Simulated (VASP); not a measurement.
# Al (Fm-3m) in VASP: notebook

The runs below take Al through single point, relaxation of cell and atoms, with PBEsol.

Everything below comes from runs of VASP 6.6.1. Logs are shortened: lines on timing, memory, paths and dates and some standing lists are left out, and cuts for length are marked.

### Step 1. The cell of the first run

The structure is cubic, space group Fm-3m (No. 225). Conventional cell: a = 4.014 Å, b = 4.014 Å, c = 4.014 Å, α = 90.00°, β = 90.00°, γ = 90.00°. Within 3.7 Å of Al (site symmetry m-3m) lie 12 Al at 2.84 Å.

### Step 2. Single point, PBEsol

The input, INCAR:

```
ALGO = Normal
EDIFF = 1E-6
ENCUT = 500
GGA = PS
GGA_COMPAT = False
ISIF = 2
ISMEAR = -1
LASPH = True
LCHARG = True
LELF = True
LREAL = False
LVHAR = True
LWAVE = False
NBANDS = 8
NELM = 120
PREC = Accurate
SIGMA = 0.1
```

The input, KPOINTS:

```
k-points
0
Gamma
  14 14 14
```

The input, POSCAR:

```
Al
1.0
    2.0068441031      2.0068441031      0.0000000000
   -2.0068441031      2.0068441031      0.0000000000
    0.0000000000      2.0068441031      2.0068441031
Al
1
Direct
    0.0000000000      0.0000000000      0.0000000000
```

Potentials or basis: VASP PAW PBE potentials, release 64 (Al).

Command:

```bash
cat potpaw_PBE.64/Al/POTCAR > POTCAR
mpirun -np 1 vasp_std > vasp.out
```

OUTCAR:

```text
EDIFF = 1E-6
   ENCUT = 500
   GGA = PS
   ISIF = 2
   ISMEAR = -1
   LASPH = True
   LREAL = False
   NELM = 120
   PREC = Accurate

 ion  position               nearest neighbor table
   1  0.000  0.000  0.000-

  LATTYP: Found a face centered cubic cell.
 ALAT       =     4.0136882062

  Lattice vectors:

 A1 = (   0.0000000000,   2.0068441031,   2.0068441031)
 A2 = (   2.0068441031,   0.0000000000,   2.0068441031)
 A3 = (   2.0068441031,   2.0068441031,   0.0000000000)

Analysis of symmetry for initial positions (statically):
=====================================================================
 Subroutine PRICEL returns:
 Original cell was already a primitive cell.

 Routine SETGRP: Setting up the symmetry group for a
 face centered cubic supercell.

 Subroutine GETGRP returns: Found 48 space group operations
 (whereof 48 operations were pure point group operations)
 out of a pool of 48 trial point group operations.

The static configuration has the point symmetry O_h .

Analysis of symmetry for dynamics (positions and initial velocities):
=====================================================================
 Subroutine PRICEL returns:
 Original cell was already a primitive cell.

 Routine SETGRP: Setting up the symmetry group for a
 face centered cubic supercell.

 Subroutine GETGRP returns: Found 48 space group operations
 (whereof 48 operations were pure point group operations)
 out of a pool of 48 trial point group operations.

The dynamic configuration has the point symmetry O_h .

 Subroutine INISYM returns: Found 48 space group operations
 (whereof 48 operations are pure point group operations),
 and found     1 'primitive' translations

----------------------------------------------------------------------------------------

                                     Primitive cell

  volume of cell :      16.1648

  direct lattice vectors                    reciprocal lattice vectors
     2.006844103  2.006844103  0.000000000     0.249147405  0.249147405 -0.249147405
    -2.006844103  2.006844103  0.000000000    -0.249147405  0.249147405 -0.249147405
     0.000000000  2.006844103  2.006844103     0.000000000  0.000000000  0.498294809

  length of vectors
     2.838106148  2.838106148  2.838106148     0.431535964  0.431535964  0.498294809

  position of ions in fractional coordinates (direct lattice)
     0.000000000  0.000000000  0.000000000

  ion indices of the primitive-cell ions
   primitive index   ion index
                 1           1

----------------------------------------------------------------------------------------

 KPOINTS: k-points

Automatic generation of k-mesh.
 Grid dimensions read from file:
 generate k-points for:   14   14   14

 Generating k-lattice:

  Cartesian coordinates                     Fractional coordinates (reciprocal lattice)
     0.017796243  0.017796243 -0.017796243     0.071428571  0.000000000  0.000000000
    -0.017796243  0.017796243 -0.017796243     0.000000000  0.071428571  0.000000000
     0.000000000  0.000000000  0.035592486     0.000000000  0.000000000  0.071428571

  Length of vectors
     0.030823997  0.030823997  0.035592486

  Shift w.r.t. Gamma in fractional coordinates (k-lattice)
     0.000000000  0.000000000  0.000000000

 Subroutine IBZKPT returns following result:
 ===========================================

 Found    104 irreducible k-points:

 Following reciprocal coordinates:
            Coordinates               Weight
  0.000000  0.000000  0.000000      1.000000
  0.071429  0.000000  0.000000      8.000000
  0.142857  0.000000  0.000000      8.000000
  0.214286  0.000000  0.000000      8.000000
  0.285714  0.000000  0.000000      8.000000
  0.357143  0.000000  0.000000      8.000000
[... 16 lines left out ...]
  0.214286  0.142857  0.000000     24.000000
  0.285714  0.142857  0.000000     24.000000
 [... further k-points ...]
   k-points           NKPTS =    104   k-points in BZ     NKDIM =    104   number of bands    NBANDS=      8
   number of dos      NEDOS =    301   number of ions     NIONS =      1
   total plane-waves  NPLWV =  13824
   dimension x,y,z NGX =    24 NGY =   24 NGZ =   24
   dimension x,y,z NGXF=    48 NGYF=   48 NGZF=   48
   ions per type =               1
   NGX,Y,Z   is equivalent  to a cutoff of  14.06, 14.06, 14.06 a.u.
   NGXF,Y,Z  is equivalent  to a cutoff of  28.12, 28.12, 28.12 a.u.
 SYSTEM =  unknown system
   PREC   = accura    normal or accurate (medium, high low for compatibility)
   ISTART =      0    job   : 0-new  1-cont  2-samecut
   ICHARG =      2    charge: 1-file 2-atom 10-const
   ISPIN  =      1    spin polarized calculation?
   LNONCOLLINEAR =      F non collinear calculations
   LSORBIT =      F    spin-orbit coupling
   LASPH  =      T    aspherical Exc in radial PAW
   ENCUT  =  500.0 eV  36.75 Ry    6.06 a.u.   5.17  5.17  5.17*2*pi/ulx,y,z
   NELM   =    120;   NELMIN=  2; NELMDL= -5     # of ELM steps
   EDIFF  = 0.1E-05   stopping-criterion for ELM
   LREAL  =      F    real-space projection
   EDIFFG = 0.1E-04   stopping-criterion for IOM
   NSW    =      0    number of steps for IOM
   IBRION =     -1    ionic relax: 0-MD 1-quasi-New 2-CG
   NFREE  =      0    steps in history (QN), initial steepest desc. (CG)
   ISIF   =      2    stress and relaxation
   ISYM   =      2    0-nonsym 1-usesym 2-fastsym
   POTIM  = 0.5000    time-step for ionic-motion
   TEBEG  =    0.0;   TEEND  =   0.0 temperature during run
   PSTRESS=    0.0 pullay stress
   NELECT =       3.0000    total number of electrons
   NUPDOWN=      -1.0000    fix difference up-down
   EMIN   =  10.00;   EMAX   =-10.00  energy-range for DOS
   EFERMI =   0.00;   METHOD = LEGACY
   ISMEAR =    -1;   SIGMA  =   0.10  broadening in eV -4-tet -1-fermi 0-gaus
   EFERMI_NEDOS =   21; number of points for ismear=-14 and -15
   IALGO  =     38    algorithm
   IMIX   =      4    mixing-type and parameters
     AMIX     =   0.40;   BMIX     =  1.00
     AMIX_MAG =   1.60;   BMIX_MAG =  1.00
  volume/ion in A,a.u.               =      16.16       109.09
  Fermi-wavevector in a.u.,A,eV,Ry     =   0.933809  1.764644 11.864282  0.872000
  Thomas-Fermi vector in A             =   2.060549
   LORBIT       =      0    0 simple, 1 ext, 2 COOP (PROOUT), +10 PAW based schemes
   GGA     = PS    functional components
   LHFCALC =     F    Hartree Fock is set to
   AEXX    =    0.0000 exact exchange contribution
   IVDW    =     0    specifies the selected vdW correction
   LEPSILON=     F    determine dielectric tensor
   LRPA    =     F    only Hartree local field effects (RPA)
 non-spin polarized calculation
  energy-cutoff  :      500.00
  volume of cell :       16.16
 maximum number of plane-waves:       424
 NGX is ok and might be reduce to    24
   NGX = 11   NGY = 11   NGZ = 11

 number of electron       3.0000000 magnetization

 Free energy of the ion-electron system (eV)
  ---------------------------------------------------
  ext. energy  EPLUGINS =         0.00000000
  ---------------------------------------------------
  free energy    TOTEN  =        -4.09274355 eV

  energy without entropy =       -4.07744081  energy(sigma->0) =       -4.08509218

 E-fermi :   8.1459     XC(G=0): -10.3321

 val. band max:        8.1101514881   @ k =   0.4286   0.4286   0.2143
 cond. band min:       8.1717657299   @ k =   0.5000   0.2857   0.0000
 fundamental gap:      0.0616142418
 Fermi energy:         8.1459169036

 k-point     1 :       0.0000    0.0000    0.0000
  band No.  band energies     occupation
      1      -3.1074      2.00000
      2      20.8734      0.00000
      3      20.8734      0.00000
      4      20.8734      0.00000
      5      22.5210      0.00000
      6      22.5210      0.00000
      7      22.5210      0.00000
      8      24.7989      0.00000

 k-point     2 :       0.0714    0.0000    0.0000
  band No.  band energies     occupation
      1      -2.9668      2.00000
      2      18.7484      0.00000
      3      20.4408      0.00000
      4      20.4408      0.00000
      5      23.1307      0.00000
      6      23.1722      0.00000
      7      23.1722      0.00000
      8      26.2170      0.00000

 k-point     3 :       0.1429    0.0000    0.0000
  band No.  band energies     occupation
      1      -2.5460      2.00000
      2      15.8375      0.00000
      3      19.8183      0.00000
      4      19.8183      0.00000
      5      23.0275      0.00000
      6      24.3052      0.00000
      7      24.3052      0.00000
      8      25.7018      0.00000

 k-point     4 :       0.2143    0.0000    0.0000
  band No.  band energies     occupation
      1      -1.8476      2.00000
      2      12.9982      0.00000
      3      19.3548      0.00000
      4      19.3548      0.00000
      5      22.7917      0.00000
      6      23.7476      0.00000
      7      23.7476      0.00000
      8      26.3872      0.00000

 k-point     5 :       0.2857    0.0000    0.0000
  band No.  band energies     occupation
      1      -0.8758      2.00000
      2      10.3300      0.00000
      3      19.1048      0.00000
      4      19.1048      0.00000
      5      22.4568      0.00000
      6      22.4568      0.00000
      7      22.6598      0.00000
      8      26.5205      0.00000
[... 177 lines left out ...]
 k-point    22 :       0.1429    0.1429    0.0000
  band No.  band energies     occupation
      1      -1.6156      2.00000
      2      13.7877      0.00000
      3      15.1802      0.00000
      4      21.7600      0.00000
      5      22.3277      0.00000
      6      23.7687      0.00000
      7      23.8269      0.00000
      8      24.6371      0.00000

 k-point    23 :       0.2143    0.1429    0.0000
  band No.  band energies     occupation
      1      -0.7375      2.00000
      2      11.5342      0.00000
      3      14.3515      0.00000
      4      20.3510      0.00000
      5      22.3629      0.00000
      6      22.5159      0.00000
      7      25.0001      0.00000
      8      25.0898      0.00000

 k-point    24 :       0.2857    0.1429    0.0000
  band No.  band energies     occupation
      1       0.4094      2.00000
      2       9.0874      0.00016
      3      14.1503      0.00000
      4      19.1267      0.00000
      5      21.1027      0.00000
      6      22.4848      0.00000
      7      25.1804      0.00000
      8      27.0754      0.00000

 [... further k-points ...]
[... 5 lines left out ...]
  --------------------------------------------------------------------------------------
  -------------------------------------------------------------------------------------
  Total        0.0024379      0.0024379      0.0024379     -0.0000000     -0.0000000      0.0000000
  in kB        0.2416318      0.2416318      0.2416318     -0.0000000     -0.0000000      0.0000000
  external PRESSURE =       0.2416318 kB  Pullay stress =       0.0000000 kB

 VOLUME and BASIS-vectors are now :
 -----------------------------------------------------------------------------
  energy-cutoff  :      500.00
  volume of cell :       16.16
      direct lattice vectors                 reciprocal lattice vectors
     2.006844103  2.006844103  0.000000000     0.249147405  0.249147405 -0.249147405
    -2.006844103  2.006844103  0.000000000    -0.249147405  0.249147405 -0.249147405
     0.000000000  2.006844103  2.006844103     0.000000000  0.000000000  0.498294809

 POSITION                                       TOTAL-FORCE (eV/Angst)
 -----------------------------------------------------------------------------------
      0.00000      0.00000      0.00000        -0.000000      0.000000      0.000000
 -----------------------------------------------------------------------------------
    total drift:                                0.000000      0.000000     -0.000000

  FREE ENERGIE OF THE ION-ELECTRON SYSTEM (eV)
  ---------------------------------------------------
  free  energy   TOTEN  =        -4.0927435543 eV

  energy  without entropy=       -4.0774408147  energy(sigma->0) =       -4.08509218
```

Wall time 17 s (1 thread of Intel Xeon 8259CL, shared host); peak memory 0.14 GiB.

Results:

```yaml
Free_energy: -4.0927 eV
Pressure: 0.0 GPa
Band_gap_on_the_k_mesh: zero (an odd number of electrons rules out a gap without spin polarisation)
```

Levels at points of the mesh, in eV from the Fermi level:
| k point | band 1 | band 2 | band 3 | band 4 |
| --- | --- | --- | --- | --- |
| (0.00, 0.00, 0.00) | -11.25 | 12.73 | 12.73 | 12.73 |
| (0.50, 0.00, 0.00) | -4.66 | -4.39 | 11.55 | 11.55 |
| (0.50, 0.50, 0.00) | -2.95 | -1.59 | 5.28 | 5.70 |

Caveat: the PAW data sets were made with another functional, which shifts forces and pressure a little.

### Step 3. Relaxation of cell and atoms, PBEsol

This run uses another cell than the first one, of 16.60 Å³/atom.

The input, INCAR:

```
SYSTEM = Al
ALGO = Normal
EDIFF = 1E-7
EDIFFG = -0.002
ENCUT = 500
GGA = PS
GGA_COMPAT = .False.
IBRION = 2
ISIF = 3
ISMEAR = -1
LASPH = .True.
LCHARG = .False.
LREAL = .False.
LWAVE = .False.
NELM = 120
NELMIN = 4
NSW = 100
PREC = Accurate
SIGMA = 0.1
```

The input, KPOINTS:

```
k-points
0
Gamma
  14 14 14
  0 0 0
```

The input, POSCAR:

```
Al
1.0
    2.0248050000      2.0248050000      0.0000000000
   -2.0248050000      2.0248050000      0.0000000000
    0.0000000000      2.0248050000      2.0248050000
Al
1
Direct
    0.0000000000      0.0000000000      0.0000000000
```

Potentials or basis: VASP PAW PBE potentials, release 64 (Al).

Command:

```bash
cat potpaw_PBE.64/Al/POTCAR > POTCAR
mpirun -np 1 vasp_std > vasp.out
```

It took 20 s on 1 thread of Intel Xeon 8259CL, shared host; peak memory 0.14 GiB.

It converged, with:

| Property | Result |
| --- | --- |
| Free energy | -4.0928 eV |
| Relaxed volume | 16.17 Å³/atom |
| Relaxed cell | a = 2.838 Å, b = 2.838 Å, c = 2.838 Å, α = 60.00°, β = 60.00°, γ = 90.00° |
| Space group after relaxing (to 0.1 Å) | Fm-3m (No. 225) |
| Energy gained by relaxing | 2.8 meV/atom |
| Ionic steps | 3 |
| Pressure after relaxing | 0.0 GPa |
| Band gap on the k mesh | zero (an odd number of electrons rules out a gap without spin polarisation) |

Step by step:
```
step  energy change (eV)  largest force (eV/Å)  pressure (GPa)  volume (Å³)
   1              0.0000                0.0000           -2.03        16.60
   2             -0.0027                0.0000            0.35        16.10
   3             -0.0028                0.0000            0.00        16.17
```

Final structure:
```
Al
1.0
     2.00702    2.00702    0.00000
    -2.00702    2.00702    0.00000
     0.00000    2.00702    2.00702
Al
1
Direct
  0.00000 0.00000 0.00000
```

Levels at points of the mesh, in eV from the Fermi level:
```
           k point  band 1  band 2  band 3  band 4  band 5
(0.00, 0.00, 0.00)  -11.25   12.73   12.73   12.73   14.37
(0.50, 0.00, 0.00)   -4.66   -4.38   11.55   11.55   11.63
(0.50, 0.50, 0.00)   -2.95   -1.59    5.28    5.70    5.70
```

Caveat: the PAW data sets were made with another functional, which shifts forces and pressure a little.
